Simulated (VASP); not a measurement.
The system is C, a slab with vacuum.

```
CELL_PARAMETERS angstrom
2.45623 0.00000 0.00000
-1.22811 2.12716 0.00000
0.00000 0.00000 24.13396
ATOMIC_POSITIONS crystal
C 0.00000 0.00000 0.57047
C 0.00000 0.00000 0.42953
C 0.33333 0.66667 0.42952
C 0.66667 0.33333 0.57048
```

Base run:

| Property | Result |
| --- | --- |
| Program | VASP 6.6.1 |
| Functional | PBEsol |
| Potentials or basis | VASP PAW PBE potentials, release 64 (C) |
| Cutoff | 520 eV |
| k mesh | 8 × 8 × 1 |
| Occupations | fermi-dirac, width 0.1 eV |
| Spin | no spin polarisation |

Its results: band gap on the k mesh 1.84 eV, direct; largest force 0.015 eV/Å.

Task: The run is repeated on the same cell with these changes: k mesh from 8 × 8 × 1 to 3 × 3 × 1. What comes out?

Result: Band gap on the k mesh zero (filled and empty bands touch); largest force 0.204 eV/Å.

Caveats: some runs use coarse meshes; the PAW data sets were made with another functional, which shifts forces and pressure a little.

A k mesh can miss the band edges.
